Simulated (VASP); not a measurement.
Here is a VASP 6.6.1 calculation.

Contents of INCAR:

```
ALGO = Normal
DIPOL = 0.5 0.5 0.389
EDIFF = 1E-6
ENCUT = 520
GGA = PE
IDIPOL = 3
ISIF = 2
ISMEAR = 0
IVDW = 12
LASPH = True
LCHARG = False
LDIPOL = True
LREAL = False
LWAVE = False
NBANDS = 16
NELM = 60
PREC = Accurate
SIGMA = 0.1
```

Contents of KPOINTS:

```
k-points
0
Gamma
  9 9 1
```

The input POSCAR:

```
Si
1.0
    3.8475254764      0.0000000000      0.0000000000
   -1.9237627382      3.3320548043      0.0000000000
    0.0000000000      0.0000000000     18.4415958250
Si
4
Direct
    0.3333333333      0.6666666667      0.2695427207
    0.6666666667      0.3333333333      0.2440135899
    0.0000000000      1.3333333333      0.5336629172
    0.3333333333      1.0000000000      0.5081337863
```

Potentials or basis: VASP PAW PBE potentials, release 64 (Si).

Launch:

```console
$ cat potpaw_PBE.64/Si/POTCAR > POTCAR
$ mpirun -np 1 vasp_std > vasp.out
```

Estimate the band gap on the k mesh.

0.19 eV, direct.

What does it give for the dispersion energy per atom?

-0.228 eV.

Forces on the atoms (eV/Å):
```
Si  -0.007  0.009  0.104
Si   0.002  0.003  0.041
Si  -0.002 -0.003 -0.041
Si   0.007 -0.009 -0.104
```
